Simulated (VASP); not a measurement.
Crystal: SrMg3O4.

```
Mg O Sr
1.0
    -2.31186    2.31186    4.38266
     2.31186   -2.31186    4.38266
     2.31186    2.31186   -4.38266
Mg O Sr
3 4 1
Direct
  0.75000 0.25000 0.50000
  0.00000 0.00000 0.00000
  0.25000 0.75000 0.50000
  0.50000 0.00000 0.50000
  0.77324 0.77324 0.00000
  0.00000 0.50000 0.50000
  0.22676 0.22676 0.00000
  0.50000 0.50000 0.00000
```

Base run:

```yaml
Program: VASP 6.6.1
Functional: r2SCAN
Potentials_or_basis: VASP PAW PBE potentials, release 64 (Mg, O, Sr_sv)
Cutoff: 520 eV
k_mesh: 8 × 8 × 8
Occupations: gaussian, width 0.01 eV
Spin: no spin polarisation
```

Its results: band gap on the k mesh 3.40 eV (least direct gap 3.43 eV); pressure 0.0 GPa; largest force 0.067 eV/Å.

Question: The run is repeated on the same cell with these changes: functional from r2SCAN to PBE; occupations from gaussian, width 0.01 eV to fermi-dirac, width 0.02 eV. What comes out?

Answer: Band gap on the k mesh 2.62 eV (least direct gap 2.65 eV); pressure 3.7 GPa; largest force 0.013 eV/Å.

Caveats: the PAW data sets were made with another functional, which shifts forces and pressure a little (at least some runs); the cell stands under pressure (at least some runs).

A k mesh can miss the band edges.
